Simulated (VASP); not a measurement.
Runs of VASP 6.6.1 on Si. The structure is that of space group P6_3/mmc (No. 194), or close to it. The cells are those of the table. This isn't the form of Si at room conditions, which is diamond.

```csv
cell,gap on the mesh (eV),pressure (GPa),largest force (eV/Å)
"a = 3.831, b = 3.831, c = 6.839 Å, angles 90.0, 90.0, 120.0°, 4 atoms",(b),-7.1,0.31
"a = 3.985, b = 3.985, c = 6.839 Å, angles 90.0, 90.0, 120.0°, 4 atoms",0.51,-11.5,0.05
"a = 3.831, b = 3.831, c = 6.586 Å, angles 90.0, 90.0, 120.0°, 4 atoms",0.51,(a),0.25
"a = 4.138, b = 4.138, c = 6.586 Å, angles 90.0, 90.0, 120.0°, 4 atoms",0.06,-12.8,0.21
"a = 4.138, b = 4.138, c = 6.333 Å, angles 90.0, 90.0, 120.0°, 4 atoms",none,-10.9,0.53
```

Alike in all rows: task single point; level LDA; potentials or basis VASP PAW LDA potentials, release 64 (Si); no spin polarisation; k mesh 12 × 12 × 6; cutoff (eV) 520; smearing gaussian 0.03 eV.

Question: Fill in the values left out.

Answer: (a) -5.0; (b) 0.42.

Caveats: the cell stands under tension; semilocal functionals underestimate gaps, so a narrow gap can read as zero (at least some runs).

A k mesh can miss the band edges.

A gap of «none» marks levels without a gap at the run's occupations.
